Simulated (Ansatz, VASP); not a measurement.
## LiCl: VASP beside Ansatz

```
Li Cl
1.0
    -3.98745    3.98745    2.75567
     3.98745   -3.98745    2.75567
     3.98745    3.98745   -2.75567
Li Cl
6 6
Direct
  0.50000 0.50000 0.00000
  0.00000 0.00000 0.00000
  0.85567 0.35567 0.21134
  0.14433 0.64433 0.78866
  0.35567 0.14433 0.50000
  0.64433 0.85567 0.50000
  0.75000 0.25000 0.50000
  0.25000 0.75000 0.50000
  0.89433 0.60567 0.00000
  0.60567 0.89433 0.00000
  0.39433 0.39433 0.28866
  0.10567 0.10567 0.71134
```

Alike in both runs: task single point; functional PBE; k mesh 4 × 4 × 4; occupations gaussian, width 0.1 eV; no spin polarisation.

```csv
,VASP,Ansatz
version,VASP 6.6.1,Ansatz 0.2.0
potentials or method,"VASP PAW PBE potentials, release 64 (Li_sv, Cl), cutoff 520 eV","scalar-relativistic, plane waves, PAW"
valence electrons in the cell,60,60
```

Ansatz gave:

- gap on the k mesh at the Fermi level (eV): 3.79
- least direct gap on the mesh (eV): 3.82
- rms of the force components (eV/Å): 0.039

Problem. Estimate VASP's values.

Solution. gap on the k mesh at the Fermi level (eV): 3.82; least direct gap on the mesh (eV): 3.84; rms of the force components (eV/Å): 0.040.

Atom by atom the forces differ by 0.006 eV/Å (rms over components).

Noted on VASP's run: the cutoff is under 1.25 times that of the potentials, so the pressure is a little rough.
